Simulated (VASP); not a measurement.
SmAuSe3: single point with PBE

The system is SmAuSe3.

```
CELL_PARAMETERS angstrom
4.81443 0.00000 0.00000
0.00000 4.81443 0.00000
0.00000 0.00000 4.81443
ATOMIC_POSITIONS crystal
Sm 0.00000 0.00000 0.00000
Se 0.00000 0.50000 0.50000
Se 0.50000 0.00000 0.50000
Se 0.50000 0.50000 0.00000
Au 0.50000 0.50000 0.50000
```

The cell was built from a structure type or drawn by symmetry, and may not be a known phase.

```json
{
  "Program": "VASP 6.6.1",
  "Task": "single point",
  "Functional": "PBE",
  "Potentials or basis": "VASP PAW PBE potentials, release 64 (Sm_3, Se, Au), 4f in core",
  "Cutoff": "500 eV",
  "k mesh": "4 × 4 × 4",
  "Occupations": "gaussian, width 0.1 eV",
  "Spin": "collinear spin",
  "Starting moments": "[0.0, 0.0, 0.0, 0.0, 1.0] μB",
  "Dipole correction": "no",
  "Mended": "yes",
  "Further INCAR settings": "ALGO = Normal; EDIFF = 1e-06; NBANDS = 32"
}
```

```
Pressure                                              : 15.1 GPa
Band gap on the k mesh                                : zero (filled and empty bands overlap)
Net moment                                            : 0.00 μB per cell
Valence electrons inside the program's atomic spheres : Sm 8.64; Se 3.92; Au 10.06
```

Levels at points of the mesh, in eV from the Fermi level:
Spin up:
```csv
k point,band 16,band 17,band 18,band 19,band 20,band 21,band 22,band 23,band 24,band 25
"(0.00, 0.00, 0.00)",-2.25,-2.25,-2.25,-1.33,-1.33,-1.33,-1.00,0.10,0.10,0.80
"(0.50, 0.00, 0.00)",-3.68,-2.39,-2.04,-2.04,-1.90,-1.90,0.78,1.22,2.59,3.04
"(0.50, 0.50, 0.00)",-3.30,-3.30,-2.50,-2.50,-0.86,1.27,1.39,2.67,3.17,3.20
"(0.50, 0.50, 0.50)",-3.14,-0.41,-0.41,-0.41,0.61,1.13,1.13,1.13,1.69,1.69
```
Spin down:
```csv
k point,band 18,band 19,band 20,band 21,band 22,band 23
"(0.00, 0.00, 0.00)",-2.25,-1.33,-1.33,-1.33,-1.00,0.10
"(0.50, 0.00, 0.00)",-2.04,-2.04,-1.90,-1.90,0.78,1.22
"(0.50, 0.50, 0.00)",-2.50,-2.50,-0.86,1.27,1.39,2.67
"(0.50, 0.50, 0.50)",-0.41,-0.41,0.61,1.13,1.13,1.13
```

It took 88 s on 1 thread of Intel(R) Xeon(R) Platinum 8259CL CPU @ 2.50GHz (Skylake/Cascade Lake), on a shared host, peak memory 0.27 GiB.

Caveat: the magnetic or orbital state may not be the lowest; the cell stands under pressure; spin-orbit coupling is left out, which moves the levels of the heavy elements; the 4f electrons are frozen in the core, so they carry no moment and show no levels. With open d or f shells a metallic result of PBE can be an artefact of self-interaction; +U or a hybrid may open a gap.
